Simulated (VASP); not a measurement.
# Te2Mo (P6_3/mmc) in VASP: notebook

Runs on Te2Mo. Level: PBEsol+D4. Tasks: single point, relaxation of cell and atoms.

Program: VASP 6.6.1. These are calculated values, not measurements. Logs are shortened: lines on timing, memory, paths and dates and some standing lists are left out, and cuts for length are marked.

### Step 1. The cell of the first run

The structure is hexagonal, space group P6_3/mmc (No. 194). The conventional cell has a = 3.377 Å, b = 3.377 Å, c = 12.930 Å, α = 90.00°, β = 90.00°, γ = 120.00°. Within 3.7 Å of Te (site symmetry 3m) lie 3 Mo at 2.67 Å and 10 Te at 3.38 to 3.64 Å. Within 3.5 Å of Mo (site symmetry -6m2) lie 6 Te at 2.67 Å and 6 Mo at 3.38 Å.

### Step 2. Single point, PBEsol+D4

The input, INCAR:

```
SYSTEM = Te2Mo
PREC = Accurate
ENCUT = 500
EDIFF = 1E-6
ISMEAR = 0
SIGMA = 0.1
LREAL = .False.
LASPH = .True.
NELM = 120
ALGO = Normal
ISIF = 2
LWAVE = .False.
LCHARG = .True.
GGA = PS
IVDW = 13
LELF = .True.
LVHAR = .True.
NBANDS = 35
GGA_COMPAT = .False.
```

The input, KPOINTS:

```
Automatic mesh
0
Gamma
  12 12 4
  0 0 0
```

The input, POSCAR:

```
Te2Mo
1.0
    3.3769369146      0.0000000000      0.0000000000
   -1.6884684573      2.9245131550      0.0000000000
    0.0000000000      0.0000000000     12.9298797048
Te Mo
4 2
Direct
    0.3333333333      0.6666666667      0.6093014421
    0.6666666667      0.3333333333      0.1093014421
    0.3333333333      0.6666666667      0.8906985579
    0.6666666667      0.3333333333      0.3906985579
    0.3333333333      0.6666666667      0.2500000000
    0.6666666667      0.3333333333      0.7500000000
```

Potentials or basis: VASP PAW PBE potentials, release 64 (Te, Mo_sv).

Run with:

```console
$ cat potpaw_PBE.64/Te/POTCAR potpaw_PBE.64/Mo_sv/POTCAR > POTCAR
$ mpirun -np 1 vasp_std > vasp.out
```

OUTCAR:

```text
SYSTEM = Te2Mo
   PREC = Accurate
   ENCUT = 500
   EDIFF = 1E-6
   ISMEAR = 0
   LREAL = .False.
   LASPH = .True.
   NELM = 120
   ISIF = 2
   GGA = PS
   IVDW = 13

 ion  position               nearest neighbor table
   1  0.333  0.667  0.609-   6 2.67   6 2.67   6 2.67   4 3.43   4 3.43   4 3.43   3 3.64
   2  0.667  0.333  0.109-   5 2.67   5 2.67   5 2.67   3 3.43   3 3.43   3 3.43   4 3.64
   3  0.333  0.667  0.891-   6 2.67   6 2.67   6 2.67   2 3.43   2 3.43   2 3.43   1 3.64
   4  0.667  0.333  0.391-   5 2.67   5 2.67   5 2.67   1 3.43   1 3.43   1 3.43   2 3.64
   5  0.333  0.667  0.250-   2 2.67   4 2.67   2 2.67   4 2.67   2 2.67   4 2.67
   6  0.667  0.333  0.750-   1 2.67   3 2.67   1 2.67   3 2.67   1 2.67   3 2.67

  LATTYP: Found a hexagonal cell.
 ALAT       =     3.3769369146
 C/A-ratio  =     3.8288780726

  Lattice vectors:

 A1 = (   3.3769369146,   0.0000000000,   0.0000000000)
 A2 = (  -1.6884684573,   2.9245131550,   0.0000000000)
 A3 = (   0.0000000000,   0.0000000000,  12.9298797048)

Analysis of symmetry for initial positions (statically):
=====================================================================
 Subroutine PRICEL returns:
 Original cell was already a primitive cell.

 Routine SETGRP: Setting up the symmetry group for a
 hexagonal supercell.

 Subroutine GETGRP returns: Found 24 space group operations
 (whereof 12 operations were pure point group operations)
 out of a pool of 24 trial point group operations.

The static configuration has the point symmetry D_3d.
 The point group associated with its full space group is D_6h.

Analysis of symmetry for dynamics (positions and initial velocities):
=====================================================================
 Subroutine PRICEL returns:
 Original cell was already a primitive cell.

 Routine SETGRP: Setting up the symmetry group for a
 hexagonal supercell.

 Subroutine GETGRP returns: Found 24 space group operations
 (whereof 12 operations were pure point group operations)
 out of a pool of 24 trial point group operations.

The dynamic configuration has the point symmetry D_3d.
 The point group associated with its full space group is D_6h.

 Subroutine INISYM returns: Found 24 space group operations
 (whereof 12 operations are pure point group operations),
 and found     1 'primitive' translations

----------------------------------------------------------------------------------------

                                     Primitive cell

  volume of cell :     127.6942

  direct lattice vectors                    reciprocal lattice vectors
     3.376936915  0.000000000  0.000000000     0.296126349  0.170968627  0.000000000
    -1.688468457  2.924513155  0.000000000     0.000000000  0.341937255  0.000000000
     0.000000000  0.000000000 12.929879705     0.000000000  0.000000000  0.077340240

  length of vectors
     3.376936915  3.376936915 12.929879705     0.341937255  0.341937255  0.077340240

  position of ions in fractional coordinates (direct lattice)
     0.333333333  0.666666667  0.609301442
     0.666666667  0.333333333  0.109301442
     0.333333333  0.666666667  0.890698558
     0.666666667  0.333333333  0.390698558
     0.333333333  0.666666667  0.250000000
     0.666666667  0.333333333  0.750000000

  ion indices of the primitive-cell ions
   primitive index   ion index
                 1           1
                 2           2
                 3           3
                 4           4
                 5           5
                 6           6

----------------------------------------------------------------------------------------

 KPOINTS: Automatic mesh

Automatic generation of k-mesh.
 Grid dimensions read from file:
 generate k-points for:   12   12    4

 Generating k-lattice:

  Cartesian coordinates                     Fractional coordinates (reciprocal lattice)
     0.024677196  0.014247386  0.000000000     0.083333333  0.000000000  0.000000000
     0.000000000  0.028494771  0.000000000     0.000000000  0.083333333  0.000000000
     0.000000000  0.000000000  0.019335060     0.000000000  0.000000000  0.250000000

  Length of vectors
     0.028494771  0.028494771  0.019335060

  Shift w.r.t. Gamma in fractional coordinates (k-lattice)
     0.000000000  0.000000000  0.000000000

 Subroutine IBZKPT returns following result:
 ===========================================

 Found     57 irreducible k-points:

 Following reciprocal coordinates:
            Coordinates               Weight
  0.000000  0.000000  0.000000      1.000000
  0.083333 -0.000000  0.000000      6.000000
  0.166667  0.000000  0.000000      6.000000
  0.250000  0.000000  0.000000      6.000000
  0.333333 -0.000000  0.000000      6.000000
  0.416667 -0.000000  0.000000      6.000000
[... 16 lines left out ...]
  0.250000  0.000000  0.250000     12.000000
  0.333333 -0.000000  0.250000     12.000000
 [... further k-points ...]
   k-points           NKPTS =     57   k-points in BZ     NKDIM =     57   number of bands    NBANDS=     35
   number of dos      NEDOS =    301   number of ions     NIONS =      6
   total plane-waves  NPLWV =  75264
   dimension x,y,z NGX =    28 NGY =   28 NGZ =   96
   dimension x,y,z NGXF=    56 NGYF=   56 NGZF=  192
   ions per type =               4   2
   NGX,Y,Z   is equivalent  to a cutoff of  13.78, 13.78, 12.34 a.u.
   NGXF,Y,Z  is equivalent  to a cutoff of  27.57, 27.57, 24.69 a.u.
 SYSTEM =  Te2Mo
   PREC   = accura    normal or accurate (medium, high low for compatibility)
   ISTART =      0    job   : 0-new  1-cont  2-samecut
   ICHARG =      2    charge: 1-file 2-atom 10-const
   ISPIN  =      1    spin polarized calculation?
   LNONCOLLINEAR =      F non collinear calculations
   LSORBIT =      F    spin-orbit coupling
   LASPH  =      T    aspherical Exc in radial PAW
   ENCUT  =  500.0 eV  36.75 Ry    6.06 a.u.   6.16  6.16 23.57*2*pi/ulx,y,z
   NELM   =    120;   NELMIN=  2; NELMDL= -5     # of ELM steps
   EDIFF  = 0.1E-05   stopping-criterion for ELM
   LREAL  =      F    real-space projection
   EDIFFG = 0.1E-04   stopping-criterion for IOM
   NSW    =      0    number of steps for IOM
   IBRION =     -1    ionic relax: 0-MD 1-quasi-New 2-CG
   NFREE  =      0    steps in history (QN), initial steepest desc. (CG)
   ISIF   =      2    stress and relaxation
   ISYM   =      2    0-nonsym 1-usesym 2-fastsym
   POTIM  = 0.5000    time-step for ionic-motion
   TEBEG  =    0.0;   TEEND  =   0.0 temperature during run
   PSTRESS=    0.0 pullay stress
   NELECT =      52.0000    total number of electrons
   NUPDOWN=      -1.0000    fix difference up-down
   EMIN   =  10.00;   EMAX   =-10.00  energy-range for DOS
   EFERMI =   0.00;   METHOD = LEGACY
   ISMEAR =     0;   SIGMA  =   0.10  broadening in eV -4-tet -1-fermi 0-gaus
   EFERMI_NEDOS =   21; number of points for ismear=-14 and -15
   IALGO  =     38    algorithm
   IMIX   =      4    mixing-type and parameters
     AMIX     =   0.40;   BMIX     =  1.00
     AMIX_MAG =   1.60;   BMIX_MAG =  1.00
  volume/ion in A,a.u.               =      21.28       143.62
  Fermi-wavevector in a.u.,A,eV,Ry     =   1.213442  2.293072 20.033775  1.472441
  Thomas-Fermi vector in A             =   2.348894
   LORBIT       =      0    0 simple, 1 ext, 2 COOP (PROOUT), +10 PAW based schemes
   GGA     = PS    functional components
   LHFCALC =     F    Hartree Fock is set to
   AEXX    =    0.0000 exact exchange contribution
   IVDW    =    13    specifies the selected vdW correction
   LEPSILON=     F    determine dielectric tensor
   LRPA    =     F    only Hartree local field effects (RPA)
 non-spin polarized calculation
 Gauss-broadening in eV      SIGMA  =   0.10
  energy-cutoff  :      500.00
  volume of cell :      127.69
 maximum number of plane-waves:      3276
 NGX is ok and might be reduce to    28
   NGX = 13   NGY = 13   NGZ = 47

 number of electron      52.0000002 magnetization

 Free energy of the ion-electron system (eV)
  ---------------------------------------------------
  ext. energy  EPLUGINS =         0.00000000
  ---------------------------------------------------
  free energy    TOTEN  =       -38.89934687 eV

  energy without entropy =      -38.89623932  energy(sigma->0) =      -38.89779309

 E-fermi :  10.8018     XC(G=0): -11.4618

 val. band max:       10.7828161407   @ k =   0.3333   0.3333   0.0000
 cond. band min:      10.8268966024   @ k =   0.0833  -0.0000   0.0000
 fundamental gap:      0.0440804617
 Fermi energy:        10.8018165674

 k-point     1 :       0.0000    0.0000    0.0000
  band No.  band energies     occupation
      1     -50.3347      2.00000
      2     -50.3347      2.00000
      3     -24.6165      2.00000
      4     -24.6164      2.00000
      5     -24.3810      2.00000
      6     -24.3810      2.00000
[... 27 lines left out ...]
     34      14.2819      0.00000
     35      16.8713      0.00000

 k-point     2 :       0.0833   -0.0000    0.0000
  band No.  band energies     occupation
      1     -50.3335      2.00000
      2     -50.3335      2.00000
      3     -24.6133      2.00000
      4     -24.6132      2.00000
      5     -24.3951      2.00000
      6     -24.3951      2.00000
[... 27 lines left out ...]
     34      14.0857      0.00000
     35      17.3420      0.00000

 k-point     3 :       0.1667    0.0000    0.0000
  band No.  band energies     occupation
      1     -50.3302      2.00000
      2     -50.3302      2.00000
      3     -24.6046      2.00000
      4     -24.6045      2.00000
      5     -24.4335      2.00000
      6     -24.4335      2.00000
[... 27 lines left out ...]
     34      14.2817      0.00000
     35      16.8858      0.00000
[... 723 lines left out ...]
 k-point    23 :       0.2500    0.0000    0.2500
  band No.  band energies     occupation
      1     -50.3258      2.00000
      2     -50.3258      2.00000
      3     -24.5927      2.00000
      4     -24.5927      2.00000
      5     -24.4854      2.00000
      6     -24.4854      2.00000
[... 27 lines left out ...]
     34      14.4119      0.00000
     35      16.1912      0.00000

 k-point    24 :       0.3333   -0.0000    0.2500
  band No.  band energies     occupation
      1     -50.3213      2.00000
      2     -50.3213      2.00000
      3     -24.5808      2.00000
      4     -24.5808      2.00000
      5     -24.5368      2.00000
      6     -24.5368      2.00000
[... 27 lines left out ...]
     34      14.4992      0.00000
     35      15.2754      0.00000

 [... further k-points ...]

------------------------ aborting loop because EDIFF is reached ----------------------------------------

  DFT-D4 for vdW energy calculation

  Edisp (eV):   -2.25103

  FORCE on cell =-STRESS in cart. coord.  units (eV):
  Direction    XX          YY          ZZ          XY          YZ          ZX
  --------------------------------------------------------------------------------------
  -------------------------------------------------------------------------------------
  Total       6.09912     6.09912     6.15709     0.00000     0.00000    -0.00000
  in kB      76.52560    76.52560    77.25298     0.00000     0.00000    -0.00000
  external pressure =       76.77 kB  Pullay stress =        0.00 kB

 VOLUME and BASIS-vectors are now :
 -----------------------------------------------------------------------------
  energy-cutoff  :      500.00
  volume of cell :      127.69
      direct lattice vectors                 reciprocal lattice vectors
     3.376936915  0.000000000  0.000000000     0.296126349  0.170968627  0.000000000
    -1.688468457  2.924513155  0.000000000     0.000000000  0.341937255  0.000000000
     0.000000000  0.000000000 12.929879705     0.000000000  0.000000000  0.077340240

 POSITION                                       TOTAL-FORCE (eV/Angst)
 -----------------------------------------------------------------------------------
     -0.00000      1.94968      7.87819         0.000000      0.000000     -0.034694
      1.68847      0.97484      1.41325         0.000000      0.000000     -0.034694
     -0.00000      1.94968     11.51663        -0.000000     -0.000000      0.034694
      1.68847      0.97484      5.05169         0.000000      0.000000      0.034694
     -0.00000      1.94968      3.23247        -0.000000      0.000000      0.000000
      1.68847      0.97484      9.69741         0.000000     -0.000000      0.000000
 -----------------------------------------------------------------------------------
    total drift:                               -0.000000      0.000000     -0.000000

  FREE ENERGIE OF THE ION-ELECTRON SYSTEM (eV)
  ---------------------------------------------------
  free  energy   TOTEN  =       -41.1503759783 eV

  energy  without entropy=      -41.1472684294  energy(sigma->0) =      -41.14882220
```

Run time: 2.6 min. Hardware: 1 thread of Intel Xeon 6975P-C (Granite Rapids), shared host; peak memory 0.37 GiB.

What came out:

* Free energy: -41.1504 eV
* Pressure: 7.7 GPa
* Largest force: 0.035 eV/Å
* Band gap on the k mesh: zero (bands 26 and 27 overlap by 0.04 eV)
* Dispersion energy per atom: -0.375 eV

Forces in eV/Å, atoms in the order of the input:
```
Te   0.000  0.000 -0.035
Te   0.000  0.000 -0.035
Te   0.000  0.000  0.035
Te   0.000  0.000  0.035
Mo   0.000  0.000  0.000
Mo   0.000  0.000  0.000
```

Levels at points of the mesh, in eV from the Fermi level:
```tsv
k point	band 24	band 25	band 26	band 27	band 28	band 29
(0.00, 0.00, 0.00)	-1.40	-0.25	-0.02	2.64	2.64	2.78
(0.50, 0.00, 0.00)	-1.71	-1.22	-0.38	1.00	1.03	1.14
(0.00, 0.00, 0.50)	-1.44	-0.17	-0.17	2.68	2.68	2.68
(0.50, 0.00, 0.50)	-1.69	-0.82	-0.82	1.06	1.06	1.37
```

Caveat: the cell stands under pressure; the PAW data sets were made with another functional, which shifts forces and pressure a little; spin-orbit coupling is left out, which moves the levels of the heavy elements.

### Step 3. Single point, PBEsol+D4

The input, INCAR:

```
PREC     = Accurate       # precision mode
ENCUT    = 500            # plane-wave cutoff, eV
EDIFF    = 1E-6           # SCF threshold, eV
ISMEAR   = 0              # smearing method
SIGMA    = 0.1            # smearing width, eV
LREAL    = F              # projectors in reciprocal space
LASPH    = T              # aspherical terms in the spheres
NELM     = 120            # most SCF steps
ALGO     = Normal         # electronic algorithm
ISIF     = 2              # what is computed and relaxed
LWAVE    = F              # write WAVECAR
LCHARG   = F              # write CHGCAR
GGA      = PS             # functional
IVDW     = 13             # dispersion correction
NBANDS   = 35             # bands
GGA_COMPAT= F
```

The input, KPOINTS:

```
Automatic mesh
0
Gamma
  12 12 4
```

POSCAR is that of step 2.

Potentials or basis: VASP PAW PBE potentials, release 64 (Te, Mo_sv).

Run with:

```console
$ cat potpaw_PBE.64/Te/POTCAR potpaw_PBE.64/Mo_sv/POTCAR > POTCAR
$ mpirun -np 1 vasp_std > vasp.out
```

Wall time 2.8 min (1 thread of Intel Xeon 6975P-C (Granite Rapids), shared host); peak memory 0.37 GiB.

Results (log left out):

```
Free energy                : -41.1504 eV
Pressure                   : 7.7 GPa
Largest force              : 0.035 eV/Å
Band gap on the k mesh     : zero (bands 26 and 27 overlap by 0.04 eV)
Dispersion energy per atom : -0.375 eV
```

Forces in eV/Å, atoms in the order of the input:
```
Te   0.000  0.000 -0.035
Te   0.000  0.000 -0.035
Te   0.000  0.000  0.035
Te   0.000  0.000  0.035
Mo   0.000  0.000  0.000
Mo   0.000  0.000  0.000
```

Levels at points of the mesh, in eV from the Fermi level:
| k point | band 22 | band 23 | band 24 | band 25 | band 26 | band 27 | band 28 | band 29 | band 30 | band 31 |
| --- | --- | --- | --- | --- | --- | --- | --- | --- | --- | --- |
| (0.00, 0.00, 0.00) | -1.49 | -1.40 | -1.40 | -0.25 | -0.02 | 2.64 | 2.64 | 2.78 | 2.78 | 3.01 |
| (0.50, 0.00, 0.00) | -2.54 | -1.81 | -1.71 | -1.22 | -0.38 | 1.00 | 1.03 | 1.14 | 1.69 | 2.17 |
| (0.00, 0.00, 0.50) | -1.44 | -1.44 | -1.44 | -0.17 | -0.17 | 2.68 | 2.68 | 2.68 | 2.68 | 3.28 |
| (0.50, 0.00, 0.50) | -2.82 | -1.69 | -1.69 | -0.82 | -0.82 | 1.06 | 1.06 | 1.37 | 1.37 | 2.79 |

Caveat: the cell stands under pressure; the PAW data sets were made with another functional, which shifts forces and pressure a little; spin-orbit coupling is left out, which moves the levels of the heavy elements.

(Continued in part 2 of 2.)
